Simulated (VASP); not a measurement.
# TiTe2 in VASP: notebook, part 2 of 2

VASP 6.6.1. The steps go on from the part before.

**4. Relaxation of shape and atoms at fixed volume, PBEsol (24.38 Å³/atom)**

This run uses another cell than the first one, of 24.38 Å³/atom.

INCAR

```
ALGO = Normal ; EDIFF = 1E-7
EDIFFG = -0.01 ; ENCUT = 600
GGA = PS ; IBRION = 2
ISIF = 4 ; ISMEAR = 0
LASPH = T ; LCHARG = F
LREAL = F ; LWAVE = F
NELM = 80 ; NSW = 60
PREC = Accurate ; SIGMA = 0.05
```

KPOINTS

```
k-points
0
Gamma
  10 10 6
```

POSCAR

```
TiTe2
1.0
    3.6505184125      0.0000000000      0.0000000000
   -1.8252592063      3.1614416822      0.0000000000
    0.0000000000      0.0000000000      6.3370069121
Ti Te
1 2
Direct
    0.0000000000      0.0000000000      0.0000000000
    0.3333333333      0.6666666667      0.2705218034
    0.6666666667      0.3333333333      0.7294781966
```

Potentials or basis: VASP PAW PBE potentials, release 64 (Ti_sv, Te).

Launch:

```bash
$ cat potpaw_PBE.64/Ti_sv/POTCAR potpaw_PBE.64/Te/POTCAR > POTCAR
$ mpirun -np 1 vasp_std > vasp.out
```

OUTCAR:

```text
EDIFF = 1E-7
   EDIFFG = -0.01
   ENCUT = 600
   GGA = PS
   IBRION = 2
   ISIF = 4
   ISMEAR = 0
   LASPH = T
   LREAL = F
   NELM = 80
   NSW = 60
   PREC = Accurate

 ion  position               nearest neighbor table
   1  0.000  0.000  0.000-   2 2.72   3 2.72   3 2.72   2 2.72   3 2.72   2 2.72
   2  0.333  0.667  0.271-   1 2.72   1 2.72   1 2.72   3 3.59   3 3.59   3 3.59
   3  0.667  0.333  0.729-   1 2.72   1 2.72   1 2.72   2 3.59   2 3.59   2 3.59

  LATTYP: Found a hexagonal cell.
 ALAT       =     3.6505184125
 C/A-ratio  =     1.7359197232

  Lattice vectors:

 A1 = (   3.6505184125,   0.0000000000,   0.0000000000)
 A2 = (  -1.8252592063,   3.1614416822,   0.0000000000)
 A3 = (   0.0000000000,   0.0000000000,   6.3370069121)

Analysis of symmetry for initial positions (statically):
=====================================================================
 Subroutine PRICEL returns:
 Original cell was already a primitive cell.

 Routine SETGRP: Setting up the symmetry group for a
 hexagonal supercell.

 Subroutine GETGRP returns: Found 12 space group operations
 (whereof 12 operations were pure point group operations)
 out of a pool of 24 trial point group operations.

The static configuration has the point symmetry D_3d.

Analysis of symmetry for dynamics (positions and initial velocities):
=====================================================================
 Subroutine PRICEL returns:
 Original cell was already a primitive cell.

 Routine SETGRP: Setting up the symmetry group for a
 hexagonal supercell.

 Subroutine GETGRP returns: Found 12 space group operations
 (whereof 12 operations were pure point group operations)
 out of a pool of 24 trial point group operations.

The dynamic configuration has the point symmetry D_3d.

 Subroutine INISYM returns: Found 12 space group operations
 (whereof 12 operations are pure point group operations),
 and found     1 'primitive' translations

[... 129 lines left out ...]
 Gauss-broadening in eV      SIGMA  =   0.05
  energy-cutoff  :      600.00
  volume of cell :       73.13
 maximum number of plane-waves:      2473
 NGX is ok and might be reduce to    30
   NGX = 15   NGY = 15   NGZ = 25

--------------------------------------- Ionic step        1  -------------------------------------------

 number of electron      23.9999996 magnetization

 Free energy of the ion-electron system (eV)
  ---------------------------------------------------
  ext. energy  EPLUGINS =         0.00000000
  ---------------------------------------------------
  free energy    TOTEN  =       -17.52438924 eV

  energy without entropy =      -17.52304817  energy(sigma->0) =      -17.52371870

------------------------ aborting loop because EDIFF is reached ----------------------------------------

  FORCE on cell =-STRESS in cart. coord.  units (eV):
  Direction    XX          YY          ZZ          XY          YZ          ZX
  --------------------------------------------------------------------------------------
  -------------------------------------------------------------------------------------
  Total        1.0934654      1.0934654      1.1952396     -0.0000000      0.0000000      0.0000000
  in kB       23.9547539     23.9547539     26.1843418     -0.0000000      0.0000000      0.0000000
  external PRESSURE =      24.6979498 kB  Pullay stress =       0.0000000 kB
[... 135 lines left out ...]
--------------------------------------- Ionic step        5  -------------------------------------------

 number of electron      23.9999997 magnetization

 Free energy of the ion-electron system (eV)
  ---------------------------------------------------
  ext. energy  EPLUGINS =         0.00000000
  ---------------------------------------------------
  free energy    TOTEN  =       -17.52805259 eV

  energy without entropy =      -17.52667535  energy(sigma->0) =      -17.52736397

 E-fermi :   7.8663     XC(G=0): -10.4655

 val. band max:        7.8625007727   @ k =   0.1000   0.0000   0.3333
 cond. band min:       7.8980894849   @ k =   0.4000   0.0000   0.1667
 fundamental gap:      0.0355887122
 Fermi energy:         7.8662778518

 k-point     1 :       0.0000    0.0000    0.0000
  band No.  band energies     occupation
      1     -49.1801      2.00000
      2     -25.5504      2.00000
      3     -25.5504      2.00000
      4     -25.5257      2.00000
      5      -5.1136      2.00000
      6      -3.2849      2.00000
[... 433 lines left out ...]
      3     -25.5647      2.00000
      4     -25.5106      2.00000
      5      -3.0227      2.00000
      6      -2.6995      2.00000
[... 8 lines left out ...]
     15       9.5959      0.00000
     16      10.5116      0.00000

 [... further k-points ...]

------------------------ aborting loop because EDIFF is reached ----------------------------------------

  FORCE on cell =-STRESS in cart. coord.  units (eV):
  Direction    XX          YY          ZZ          XY          YZ          ZX
  --------------------------------------------------------------------------------------
  -------------------------------------------------------------------------------------
  Total        0.8033640      0.8033640      0.8127674     -0.0000000      0.0000000      0.0000000
  in kB       17.5994483     17.5994483     17.8054501     -0.0000000      0.0000000      0.0000000
  external PRESSURE =      17.6681155 kB  Pullay stress =       0.0000000 kB
[... 18 lines left out ...]
  FREE ENERGIE OF THE ION-ELECTRON SYSTEM (eV)
  ---------------------------------------------------
  free  energy   TOTEN  =       -17.5280525866 eV

  energy  without entropy=      -17.5266753461  energy(sigma->0) =      -17.52736397

 reached required accuracy - stopping structural energy minimisation
```

CONTCAR:

```text
TiTe2
   1.00000000000000
     3.6564444640840637   -0.0000000000045138   -0.0000000000000000
    -1.8282222320960224    3.1665737934169540    0.0000000000000000
     0.0000000000000000    0.0000000000000000    6.3164826030206989
  Ti              Te
     1     2
Direct
     0.0000000000000000    0.0000000000000000    1.0000000000000000
     0.3333333332999970    0.6666666667000030    0.2736042853828667
     0.6666666667000030    0.3333333332999970    0.7263957146171333

  0.00000000E+00  0.00000000E+00  0.00000000E+00
  0.00000000E+00  0.00000000E+00  0.00000000E+00
  0.00000000E+00  0.00000000E+00  0.00000000E+00
```

Run time: 3 min. Hardware: 1 thread of Intel Xeon 6975P-C (Granite Rapids), shared host; peak memory 0.28 GiB.

What came out:

```
Free energy               : -17.5281 eV
Energy gained by relaxing : 1.2 meV/atom
Ionic steps               : 5
Pressure after relaxing   : 1.8 GPa
Band gap on the k mesh    : zero (bands 12 and 13 overlap by 0.85 eV)
```

Step by step:
```csv
step,energy change (eV),largest force (eV/Å),pressure (GPa),volume (Å³)
1,0.0000,0.1973,2.47,73.13
2,-0.0027,0.0847,2.10,73.13
3,-0.0032,0.0100,1.85,73.13
4,-0.0035,0.0069,1.82,73.13
5,-0.0037,0.0010,1.77,73.13
```

Final structure:
```xyz
3
Lattice="3.6564 0.0000 0.0000 -1.8282 3.1666 0.0000 0.0000 0.0000 6.3165" Properties=species:S:1:pos:R:3 pbc="T T T"
Ti    0.0000    0.0000    6.3165
Te    0.0000    2.1110    1.7282
Te    1.8282    1.0555    4.5883
```

Levels at points of the mesh, in eV from the Fermi level:
| k point | band 8 | band 9 | band 10 | band 11 | band 12 | band 13 | band 14 | band 15 | band 16 |
| --- | --- | --- | --- | --- | --- | --- | --- | --- | --- |
| (0.00, 0.00, 0.00) | -1.58 | -1.58 | 0.20 | 0.47 | 0.47 | 0.83 | 1.42 | 1.42 | 3.20 |
| (0.50, 0.00, 0.00) | -4.06 | -3.03 | -2.59 | -1.71 | -1.18 | -0.06 | 1.36 | 1.72 | 2.48 |
| (0.00, 0.00, 0.50) | -3.18 | -1.48 | -1.48 | 0.46 | 0.46 | 0.94 | 0.94 | 1.16 | 3.84 |
| (0.50, 0.00, 0.50) | -5.13 | -2.66 | -2.12 | -0.88 | -0.46 | -0.38 | 1.36 | 1.73 | 2.65 |

Caveat: the PAW data sets were made with another functional, which shifts forces and pressure a little; spin-orbit coupling is left out, which moves the levels of the heavy elements; this functional lacks dispersion, which binds layers or chains, so the pressure and a relaxed spacing across them are unreliable.

**5. Single point, PBEsol**

This run uses another cell than the first one, of 25.39 Å³/atom.

INCAR

```
PREC = Accurate
ENCUT = 520
EDIFF = 1E-7
ISMEAR = 0
SIGMA = 0.05
LREAL = F
LASPH = T
NELM = 80
ALGO = Normal
ISIF = 2
LWAVE = F
LCHARG = F
GGA = PS
NBANDS = 19
```

KPOINTS

```
Automatic mesh
0
Gamma
  10 10 6
```

POSCAR

```
TiTe2
1.0
    3.6929886292      0.0553948294      0.0000000000
   -1.7985209851      3.1705245541      0.0000000000
    0.0000000000      0.0000000000      6.4500947368
Ti Te
1 2
Direct
    0.0000000000      0.0000000000      0.0000000000
    0.3333333333      0.6666666667      0.2674401903
    0.6666666667      0.3333333333      0.7325598097
```

Potentials or basis: VASP PAW PBE potentials, release 64 (Ti_sv, Te).

Launch:

```bash
$ cat potpaw_PBE.64/Ti_sv/POTCAR potpaw_PBE.64/Te/POTCAR > POTCAR
$ mpirun -np 1 vasp_std > vasp.out
```

OUTCAR:

```text
PREC = Accurate
   ENCUT = 520
   EDIFF = 1E-7
   ISMEAR = 0
   LREAL = F
   LASPH = T
   NELM = 80
   ISIF = 2
   GGA = PS

 ion  position               nearest neighbor table
   1  0.000  0.000  0.000-   2 2.72   3 2.72   2 2.74   3 2.74   3 2.76   2 2.76
   2  0.333  0.667  0.267-   1 2.72   1 2.74   1 2.76   3 3.66   3 3.68
   3  0.667  0.333  0.733-   1 2.72   1 2.74   1 2.76   2 3.66   2 3.68

  Warning from LATTYP: Monoclinic adjustment (A1->A3, A2->A1, A3->A2)!
  LATTYP: Found a simple monoclinic cell.
 ALAT       =     3.6451205305
 B/A-ratio  =     1.7695148028
 C/A-ratio  =     1.0132460741
 COS(beta)  =    -0.4803040536

  Lattice vectors:

 A1 = (  -1.7985209851,   3.1705245541,   0.0000000000)
 A2 = (   0.0000000000,   0.0000000000,   6.4500947368)
 A3 = (   3.6929886292,   0.0553948294,   0.0000000000)

Analysis of symmetry for initial positions (statically):
=====================================================================
 Subroutine PRICEL returns:
 Original cell was already a primitive cell.

 Routine SETGRP: Setting up the symmetry group for a
 simple monoclinic supercell.

 Subroutine GETGRP returns: Found  2 space group operations
 (whereof  2 operations were pure point group operations)
 out of a pool of  4 trial point group operations.

The static configuration has the point symmetry S_2 .

Analysis of symmetry for dynamics (positions and initial velocities):
=====================================================================
 Subroutine PRICEL returns:
 Original cell was already a primitive cell.

 Routine SETGRP: Setting up the symmetry group for a
 simple monoclinic supercell.

 Subroutine GETGRP returns: Found  2 space group operations
 (whereof  2 operations were pure point group operations)
 out of a pool of  4 trial point group operations.

The dynamic configuration has the point symmetry S_2 .

 Subroutine INISYM returns: Found  2 space group operations
[... 109 lines left out ...]
   PSTRESS=    0.0 pullay stress
   NELECT =      24.0000    total number of electrons
   NUPDOWN=      -1.0000    fix difference up-down
   EMIN   =  10.00;   EMAX   =-10.00  energy-range for DOS
   EFERMI =   0.00;   METHOD = LEGACY
   ISMEAR =     0;   SIGMA  =   0.05  broadening in eV -4-tet -1-fermi 0-gaus
   EFERMI_NEDOS =   21; number of points for ismear=-14 and -15
   IALGO  =     38    algorithm
   IMIX   =      4    mixing-type and parameters
     AMIX     =   0.40;   BMIX     =  1.00
     AMIX_MAG =   1.60;   BMIX_MAG =  1.00
  volume/ion in A,a.u.               =      25.39       171.33
  Fermi-wavevector in a.u.,A,eV,Ry     =   1.114022  2.105196 16.885429  1.241044
  Thomas-Fermi vector in A             =   2.250612
   LORBIT       =      0    0 simple, 1 ext, 2 COOP (PROOUT), +10 PAW based schemes
   GGA     = PS    functional components
   LHFCALC =     F    Hartree Fock is set to
   AEXX    =    0.0000 exact exchange contribution
   IVDW    =     0    specifies the selected vdW correction
   LEPSILON=     F    determine dielectric tensor
   LRPA    =     F    only Hartree local field effects (RPA)
 non-spin polarized calculation
 Gauss-broadening in eV      SIGMA  =   0.05
  energy-cutoff  :      520.00
  volume of cell :       76.16
 maximum number of plane-waves:      2074
   NGX = 13   NGY = 13   NGZ = 23

 number of electron      24.0000000 magnetization

 Free energy of the ion-electron system (eV)
  ---------------------------------------------------
  ext. energy  EPLUGINS =         0.00000000
  ---------------------------------------------------
  free energy    TOTEN  =       -17.53577768 eV

  energy without entropy =      -17.53439665  energy(sigma->0) =      -17.53508717

 E-fermi :   7.3330     XC(G=0): -10.2590

 val. band max:        7.3327946028   @ k =   0.0000   0.4000   0.0000
 cond. band min:       7.3363364751   @ k =   0.0000  -0.1000   0.3333
 fundamental gap:      0.0035418723
 Fermi energy:         7.3330095441

 k-point     1 :       0.0000    0.0000    0.0000
  band No.  band energies     occupation
      1     -49.7800      2.00000
      2     -26.1590      2.00000
      3     -26.1380      2.00000
      4     -26.1084      2.00000
      5      -5.3915      2.00000
      6      -3.7739      2.00000
[... 505 lines left out ...]
      6      -3.3605      2.00000
[... 11 lines left out ...]
     18      13.7118      0.00000
     19      14.0647      0.00000

 [... further k-points ...]
[... 5 lines left out ...]
  --------------------------------------------------------------------------------------
  -------------------------------------------------------------------------------------
  Total        0.0508288      0.0929587      0.0206021     -0.5506825     -0.0104534      0.3016371
  in kB        1.0692163      1.9554449      0.4333791    -11.5839557     -0.2198935      6.3451278
  external PRESSURE =       1.1526801 kB  Pullay stress =       0.0000000 kB

 VOLUME and BASIS-vectors are now :
 -----------------------------------------------------------------------------
  energy-cutoff  :      520.00
  volume of cell :       76.16
      direct lattice vectors                 reciprocal lattice vectors
     3.692988629  0.055394829  0.000000000     0.268498755  0.152309385  0.000000000
    -1.798520985  3.170524554  0.000000000    -0.004691161  0.312744100  0.000000000
     0.000000000  0.000000000  6.450094737     0.000000000  0.000000000  0.155036483

 POSITION                                       TOTAL-FORCE (eV/Angst)
 -----------------------------------------------------------------------------------
      0.00000      0.00000      0.00000        -0.000000      0.000000      0.000000
      0.03198      2.13215      1.72501         0.064181     -0.000874      0.018905
      1.86249      1.09377      4.72508        -0.064181      0.000874     -0.018905
 -----------------------------------------------------------------------------------
    total drift:                               -0.000000     -0.000000     -0.000000

  FREE ENERGIE OF THE ION-ELECTRON SYSTEM (eV)
  ---------------------------------------------------
  free  energy   TOTEN  =       -17.5357776825 eV

  energy  without entropy=      -17.5343966509  energy(sigma->0) =      -17.53508717
```

stdout:

```text
POSCAR found type information on POSCAR TiTe
 POSCAR found :  2 types and       3 ions
 scaLAPACK will be used
 -----------------------------------------------------------------------------
|                                                                             |
|                                                                             |
|     You enforced a specific xc type in the INCAR file but a different       |
|     I HOPE YOU KNOW WHAT YOU ARE DOING!                                     |
|                                                                             |
 -----------------------------------------------------------------------------

 LDA part: xc-table for (Slater+PW92), standard interpolation
 POSCAR, INCAR and KPOINTS ok, starting setup
 FFT: planning ... GRIDC
 FFT: planning ... GRID_SOFT
 FFT: planning ... GRID
 WAVECAR not read
 entering main loop
```

Run time: 4 min. Hardware: 1 thread of Intel Xeon 6975P-C (Granite Rapids), shared host; peak memory 0.52 GiB.

Results:

```
Free energy            : -17.5358 eV
Pressure               : 0.1 GPa
Largest force          : 0.067 eV/Å
Band gap on the k mesh : zero (bands 12 and 13 overlap by 0.91 eV)
```

Forces on the atoms (eV/Å):
```
Ti   0.000  0.000  0.000
Te   0.064 -0.001  0.019
Te  -0.064  0.001 -0.019
```

Caveat: the PAW data sets were made with another functional, which shifts forces and pressure a little; spin-orbit coupling is left out, which moves the levels of the heavy elements.

**6. The runs side by side**

```csv
task,cell,cutoff (eV),gap on the mesh (eV),pressure (GPa)
relaxation of shape and atoms at fixed volume,"relaxed from a = 3.734, b = 3.734, c = 6.563 Å, angles 90.0, 90.0, 120.0°, 3 atoms, atomic positions A",600,none,-1.2
relaxation of cell and atoms,"relaxed from a = 3.872, b = 3.872, c = 6.246 Å, angles 90.0, 90.0, 120.0°, 3 atoms, atomic positions B",600,none,0.0
relaxation of shape and atoms at fixed volume,"relaxed from a = 3.651, b = 3.651, c = 6.337 Å, angles 90.0, 90.0, 120.0°, 3 atoms, atomic positions C",600,none,1.8
single point,"a = 3.693, b = 3.645, c = 6.450 Å, angles 90.0, 90.0, 118.7°, 3 atoms, atomic positions D",520,none,0.1
```

Alike in all rows: level PBEsol; potentials or basis VASP PAW PBE potentials, release 64 (Ti_sv, Te); no spin polarisation; k mesh 10 × 10 × 6; smearing gaussian 0.05 eV.

Caveats: the PAW data sets were made with another functional, which shifts forces and pressure a little; spin-orbit coupling is left out, which moves the levels of the heavy elements; this functional lacks dispersion, which binds layers or chains, so the pressure and a relaxed spacing across them are unreliable (at least some runs).

Total energies depend on the potentials used, so only differences within one code and one set of settings carry meaning.

The gap in the log of VASP goes by the Fermi energy; the results here count the filled bands.